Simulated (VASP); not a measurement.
Set up this calculation in VASP 6.6.1, as the native input.

```yaml
Task: single point
Functional: r2SCAN
Potentials_or_basis: VASP PAW PBE potentials, release 64 (Ca_sv, F)
Cutoff: 660 eV
k_mesh: 8 × 8 × 8
Occupations: gaussian, width 0.01 eV
Spin: no spin polarisation
Dipole_correction: no
Further_INCAR_settings: ALGO = Normal; EDIFF = 1e-06; NBANDS = 19
```

Crystal: CaF2.

```xyz
3
Lattice="0.0000 2.6384 2.6384 2.6384 0.0000 2.6384 2.6384 2.6384 0.0000" Properties=species:S:1:pos:R:3 pbc="T T T"
Ca    0.0000    0.0000    0.0000
F     1.3192    1.3192    1.3192
F     3.9575    3.9575    3.9575
```

One way to write it, as run:

POSCAR

```
CaF2
1.0
    0.0000000000      2.6383608474      2.6383608474
    2.6383608474      0.0000000000      2.6383608474
    2.6383608474      2.6383608474      0.0000000000
Ca F
1 2
Direct
    0.0000000000      0.0000000000      0.0000000000
    0.2500000000      0.2500000000      0.2500000000
    0.7500000000      0.7500000000      0.7500000000
```

INCAR.step1

```
PREC = Accurate ; ENCUT = 660
ISMEAR = 0 ; SIGMA = 0.01
LREAL = F ; LASPH = T
NELM = 120 ; NBANDS = 19
GGA = PE ; ALGO = Normal
EDIFF = 1E-5 ; LWAVE = T
LCHARG = F ; GGA_COMPAT = F
```

INCAR.step2

```
PREC = Accurate ; ENCUT = 660
EDIFF = 1E-6 ; ISMEAR = 0
SIGMA = 0.01 ; LREAL = F
LASPH = T ; NELM = 120
ALGO = Normal ; ISIF = 2
LWAVE = F ; LCHARG = F
METAGGA = R2SCAN ; LMIXTAU = T
NBANDS = 19 ; ISTART = 1
GGA_COMPAT = F
```

KPOINTS

```
Automatic mesh
0
Gamma
  8 8 8
```

Potentials or basis: VASP PAW PBE potentials, release 64 (Ca_sv, F).

Launch:

```sh
$ cat potpaw_PBE.64/Ca_sv/POTCAR potpaw_PBE.64/F/POTCAR > POTCAR
$ cp INCAR.step1 INCAR
$ mpirun -np 1 vasp_std > vasp.out
$ cp INCAR.step2 INCAR
$ mpirun -np 1 vasp_std > vasp.out
```

It gave:

```
Pressure               : 10.7 GPa
Band gap on the k mesh : 8.59 eV (least direct gap 8.86 eV)
```

Caveat: the cell stands under pressure; the PAW data sets were made with another functional, which shifts forces and pressure a little.

Wall time 70 s on 1 thread of Intel(R) Xeon(R) 6975P-C (Granite Rapids) (shared host), peak memory 0.19 GiB.
